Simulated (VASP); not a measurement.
# AlN in VASP: further runs, part 3 of 3

VASP 6.6.1. Earlier steps stand in the parts before.

## Step 6: Electric field gradients, LDA (equal xy, yz and zx shear strains of +2 %)

Contents of INCAR:

```
SYSTEM = AlN
PREC     = Accurate       ! precision mode
ENCUT    = 520            ! plane-wave cutoff, eV
EDIFF    = 1E-8           ! SCF threshold, eV
ISMEAR   = -1             ! smearing method
SIGMA    = 0.01           ! smearing width, eV
LREAL    = .False.        ! projectors in reciprocal space
LASPH    = .True.         ! aspherical terms in the spheres
NELM     = 100            ! most SCF steps
ALGO     = Normal         ! electronic algorithm
ISIF     = 2              ! what is computed and relaxed
LWAVE    = .False.        ! write WAVECAR
LCHARG   = .False.        ! write CHGCAR
LEFG     = .True.       
NBANDS   = 11             ! bands
```

Contents of KPOINTS:

```
regular mesh
0
Gamma
  12 12 12
  0 0 0
```

Contents of POSCAR:

```
AlN
1.0
    0.0395600000      1.9977800000      1.9977800000
    1.9977800000      0.0395600000      1.9977800000
    1.9977800000      1.9977800000      0.0395600000
Al N
1 1
Direct
    0.0000000000      0.0000000000      0.0000000000
    0.5000000000      0.5000000000      0.5000000000
```

Potentials or basis: VASP PAW LDA potentials, release 64 (Al, N).

Command:

```bash
cat potpaw_LDA.64/Al/POTCAR potpaw_LDA.64/N/POTCAR > POTCAR
mpirun -np 1 vasp_std > vasp.out
```

OUTCAR:

```text
SYSTEM = AlN
   PREC = Accurate
   ENCUT = 520
   EDIFF = 1E-8
   ISMEAR = -1
   LREAL = .False.
   LASPH = .True.
   NELM = 100
   ISIF = 2

 ion  position               nearest neighbor table
   1  0.000  0.000  0.000-   2 1.98   2 1.98   2 1.98   2 1.98   2 1.98   2 1.98
   2  0.500  0.500  0.500-   1 1.98   1 1.98   1 1.98   1 1.98   1 1.98   1 1.98

  LATTYP: Found a trigonal (rhomboedric) cell.
 ALAT       =     2.8255645189
 COS(alpha) =     0.5197000882

  Lattice vectors:

 A1 = (   0.0395600000,   1.9977800000,   1.9977800000)
 A2 = (   1.9977800000,   0.0395600000,   1.9977800000)
 A3 = (   1.9977800000,   1.9977800000,   0.0395600000)

Analysis of symmetry for initial positions (statically):
=====================================================================
 Subroutine PRICEL returns:
 Original cell was already a primitive cell.

 Routine SETGRP: Setting up the symmetry group for a
 trigonal (rhombohedral) supercell.

[... 524 lines left out ...]
  volume of cell :       15.47
      direct lattice vectors                 reciprocal lattice vectors
     0.039560000  1.997780000  1.997780000    -0.257837199  0.252830652  0.252830652
     1.997780000  0.039560000  1.997780000     0.252830652 -0.257837199  0.252830652
     1.997780000  1.997780000  0.039560000     0.252830652  0.252830652 -0.257837199

 POSITION                                       TOTAL-FORCE (eV/Angst)
 -----------------------------------------------------------------------------------
      0.00000      0.00000      0.00000        -0.000000      0.000000     -0.000000
      2.01756      2.01756      2.01756         0.000000     -0.000000      0.000000
 -----------------------------------------------------------------------------------
    total drift:                               -0.000000     -0.000000      0.000000

  FREE ENERGIE OF THE ION-ELECTRON SYSTEM (eV)
  ---------------------------------------------------
  free  energy   TOTEN  =       -16.1820589919 eV

  energy  without entropy=      -16.1820589919  energy(sigma->0) =      -16.18205899

 Electric field gradients (V/A^2)
---------------------------------------------------------------------
 ion       V_xx      V_yy      V_zz      V_xy      V_xz      V_yz
---------------------------------------------------------------------
   1      -0.000    -0.000    -0.000    -0.283    -0.283    -0.283
   2      -0.000    -0.000     0.000     4.405     4.405     4.405
---------------------------------------------------------------------

 Electric field gradients after diagonalization (V/A^2)
 (convention: |V_zz| > |V_xx| > |V_yy|)
----------------------------------------------------------------------
 ion       V_xx      V_yy      V_zz     asymmetry (V_yy - V_xx)/ V_zz
----------------------------------------------------------------------
   1       0.283     0.283    -0.565       0.000
   2      -4.405    -4.405     8.810       0.000
----------------------------------------------------------------------

           NMR quadrupolar parameters

 Cq : quadrupolar parameter    Cq=e*Q*V_zz/h
 eta: asymmetry parameters     (V_yy - V_xx)/ V_zz
 Q  : nuclear electric quadrupole moment in mb (millibarn)
----------------------------------------------------------------------
 ion       Cq(MHz)       eta       Q (mb)
----------------------------------------------------------------------
   1      -0.001       0.000       1.000
   2       0.021       0.000       1.000
----------------------------------------------------------------------
```

It took 19 s on 1 thread of Intel Xeon Platinum 8259CL at 2.50GHz (Skylake/Cascade Lake), shared host; peak memory 0.15 GiB.

Results:

- Free energy: -16.1821 eV
- Pressure: 13.4 GPa
- Band gap on the k mesh: 4.60 eV, indirect (least direct gap 6.54 eV)

Electric field gradients, principal values (V/Å²):
| atom | least | middle | greatest (by size) |
| --- | --- | --- | --- |
| 1 Al | 0.283 | 0.283 | -0.565 |
| 2 N | -4.405 | -4.405 | 8.810 |

Caveat: the cell differs from its parent crystal (equal xy, yz and zx shear strains of +2 %); without QUAD_EFG the Cq values of the log hold for a quadrupole moment of 1 mb, not for the nuclei.

## Step 7: Electric field gradients, LDA (equal xy, yz and zx shear strains of +2 %)

Contents of INCAR:

```
SYSTEM = AlN
ALGO = Normal ; EDIFF = 1E-8
ENCUT = 520 ; GGA = CA
ISIF = 2 ; ISMEAR = -1
LASPH = .True. ; LCHARG = .False.
LEFG = .True. ; LREAL = .False.
LWAVE = .False. ; NBANDS = 11
NELM = 100 ; PREC = Accurate
SIGMA = 0.01
```

Contents of KPOINTS:

```
k-points
0
Gamma
  12 12 12
  0 0 0
```

POSCAR is that of step 6.

Potentials or basis: VASP PAW LDA potentials, release 64 (Al, N).

Command:

```bash
cat potpaw_LDA.64/Al/POTCAR potpaw_LDA.64/N/POTCAR > POTCAR
mpirun -np 1 vasp_std > vasp.out
```

OUTCAR:

```text
SYSTEM = AlN
   EDIFF = 1E-8
   ENCUT = 520
   GGA = CA
   ISIF = 2
   ISMEAR = -1
   LASPH = .True.
   LREAL = .False.
   NELM = 100
   PREC = Accurate

 ion  position               nearest neighbor table
   1  0.000  0.000  0.000-   2 1.98   2 1.98   2 1.98   2 1.98   2 1.98   2 1.98
   2  0.500  0.500  0.500-   1 1.98   1 1.98   1 1.98   1 1.98   1 1.98   1 1.98

  LATTYP: Found a trigonal (rhomboedric) cell.
 ALAT       =     2.8255645189
 COS(alpha) =     0.5197000882

  Lattice vectors:

 A1 = (   0.0395600000,   1.9977800000,   1.9977800000)
 A2 = (   1.9977800000,   0.0395600000,   1.9977800000)
 A3 = (   1.9977800000,   1.9977800000,   0.0395600000)

Analysis of symmetry for initial positions (statically):
=====================================================================
 Subroutine PRICEL returns:
 Original cell was already a primitive cell.

 Routine SETGRP: Setting up the symmetry group for a
 trigonal (rhombohedral) supercell.

[... 526 lines left out ...]
     0.039560000  1.997780000  1.997780000    -0.257837199  0.252830652  0.252830652
     1.997780000  0.039560000  1.997780000     0.252830652 -0.257837199  0.252830652
     1.997780000  1.997780000  0.039560000     0.252830652  0.252830652 -0.257837199

 POSITION                                       TOTAL-FORCE (eV/Angst)
 -----------------------------------------------------------------------------------
      0.00000      0.00000      0.00000        -0.000000      0.000000     -0.000000
      2.01756      2.01756      2.01756         0.000000     -0.000000      0.000000
 -----------------------------------------------------------------------------------
    total drift:                               -0.000000     -0.000000      0.000000

  FREE ENERGIE OF THE ION-ELECTRON SYSTEM (eV)
  ---------------------------------------------------
  free  energy   TOTEN  =       -16.1820589919 eV

  energy  without entropy=      -16.1820589919  energy(sigma->0) =      -16.18205899

 Electric field gradients (V/A^2)
---------------------------------------------------------------------
 ion       V_xx      V_yy      V_zz      V_xy      V_xz      V_yz
---------------------------------------------------------------------
   1      -0.000    -0.000    -0.000    -0.283    -0.283    -0.283
   2      -0.000    -0.000     0.000     4.405     4.405     4.405
---------------------------------------------------------------------

 Electric field gradients after diagonalization (V/A^2)
 (convention: |V_zz| > |V_xx| > |V_yy|)
----------------------------------------------------------------------
 ion       V_xx      V_yy      V_zz     asymmetry (V_yy - V_xx)/ V_zz
----------------------------------------------------------------------
   1       0.283     0.283    -0.565       0.000
   2      -4.405    -4.405     8.810       0.000
----------------------------------------------------------------------

           NMR quadrupolar parameters

 Cq : quadrupolar parameter    Cq=e*Q*V_zz/h
 eta: asymmetry parameters     (V_yy - V_xx)/ V_zz
 Q  : nuclear electric quadrupole moment in mb (millibarn)
----------------------------------------------------------------------
 ion       Cq(MHz)       eta       Q (mb)
----------------------------------------------------------------------
   1      -0.001       0.000       1.000
   2       0.021       0.000       1.000
----------------------------------------------------------------------
```

stdout:

```text
POSCAR found type information on POSCAR AlN
 POSCAR found :  2 types and       2 ions
 scaLAPACK will be used
 LDA part: xc-table for (Slater(with rela. corr.)+CA(PZ))
 , standard interpolation
 POSCAR, INCAR and KPOINTS ok, starting setup
 FFT: planning ... GRIDC
 FFT: planning ... GRID_SOFT
 FFT: planning ... GRID
 WAVECAR not read
 entering main loop
ion   1

ion   2
```

It took 27 s on 1 thread of Intel Xeon 8259CL, shared host; peak memory 0.15 GiB.

Results:

* Free energy: -16.1821 eV
* Pressure: 13.4 GPa
* Band gap on the k mesh: 4.60 eV, indirect (least direct gap 6.54 eV)

Stress tensor (GPa, compression positive):
```
13.40 -7.09 -7.09
-7.09 13.40 -7.09
-7.09 -7.09 13.40
```

Electric field gradients, principal values (V/Å²):
```tsv
atom	least	middle	greatest (by size)
1 Al	0.283	0.283	-0.565
2 N	-4.405	-4.405	8.810
```

Caveat: the cell differs from its parent crystal (equal xy, yz and zx shear strains of +2 %); without QUAD_EFG the Cq values of the log hold for a quadrupole moment of 1 mb, not for the nuclei. A k mesh can miss the band edges.

## Step 8: Overview

| cell | gap on the mesh (eV) | pressure (GPa) |
| --- | --- | --- |
| a = 2.811, b = 2.811, c = 2.797 Å, angles 60.2, 60.2, 59.7°, 2 atoms | 4.93 | 10.1 |
| a = 2.825, b = 2.825, c = 2.797 Å, angles 60.3, 60.3, 59.3°, 2 atoms | 4.75 | 7.2 |
| a = 2.811 Å, angles 59.3°, 2 atoms | 4.84 | 13.3 |
| a = 2.826 Å, angles 58.7°, 2 atoms | 4.60 | 13.4 |

Alike in all rows: task electric field gradients; level LDA; potentials or basis VASP PAW LDA potentials, release 64 (Al, N); no spin polarisation; k mesh 12 × 12 × 12; cutoff (eV) 520; smearing fermi-dirac 0.01 eV.

Absolute energies hang on the potentials; compare differences alone.
